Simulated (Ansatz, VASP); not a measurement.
# Two plane-wave programs on Yb

```xyz
1
Lattice="-2.1515 2.1515 2.1515 2.1515 -2.1515 2.1515 2.1515 2.1515 -2.1515" Properties=species:S:1:pos:R:3 pbc="T T T"
Yb    0.0000    0.0000    0.0000
```

Alike in both runs: task density of states; functional PBE; k mesh 9 × 9 × 9; occupations tetrahedron; collinear spin; Hubbard terms Yb f U = 5.0 eV.

```csv
,VASP,Ansatz
version,VASP 6.6.1,Ansatz 0.2.0
potentials or method,"VASP PAW PBE potentials, release 64 (Yb)",Ansatz PAW
plane-wave cutoff (eV),520,420
valence electrons in the cell,24,24
```

|  | VASP | Ansatz | Ansatz less VASP |
| --- | --- | --- | --- |
| net moment per atom (μB) | 0.00 | 0.00 | 0.000 |

The programs project onto different local orbitals, so the same U acts differently, and such runs can settle in different states.

Neither program's run includes spin-orbit coupling. Noted on Ansatz's run: the magnetic or orbital state may not be the lowest.
